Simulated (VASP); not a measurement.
Here is a VASP 6.6.1 calculation.

INCAR

```
SYSTEM = SrTiO3
PREC = Accurate
ENCUT = 600
EDIFF = 1E-6
ISMEAR = -1
SIGMA = 0.02
LREAL = .False.
LASPH = .True.
NELM = 120
ALGO = Normal
ISIF = 2
LWAVE = .False.
LCHARG = .True.
GGA = PE
LELF = .True.
LVHAR = .True.
NBANDS = 28
GGA_COMPAT = .False.
```

KPOINTS

```
regular mesh
0
Gamma
  8 8 8
  0 0 0
```

POSCAR

```
SrTiO3
1.0
    3.9050000000      0.0000000000      0.0000000000
    0.0000000000      3.9050000000      0.0000000000
    0.0000000000      0.0000000000      4.0221500000
Sr Ti O
1 1 3
Direct
    0.0000000000      0.0000000000      0.0000000000
    0.5000000000      0.5000000000      0.5000000000
    0.0000000000      0.5000000000      0.5000000000
    0.5000000000      0.0000000000      0.5000000000
    0.5000000000      0.5000000000      0.0000000000
```

Potentials or basis: VASP PAW PBE potentials, release 64 (Sr_sv, Ti_sv, O).

Run with:

```sh
$ cat potpaw_PBE.64/Sr_sv/POTCAR potpaw_PBE.64/Ti_sv/POTCAR potpaw_PBE.64/O/POTCAR > POTCAR
$ mpirun -np 1 vasp_std > vasp.out
```

(1) Estimate the pressure.

(2) Predict the band gap on the k mesh.

Results:

(1) -0.2 GPa.

(2) 1.74 eV, indirect (least direct gap 2.15 eV).

Caveat: the cell differs from its parent crystal (z stretched by +3 %, then relaxed in part).
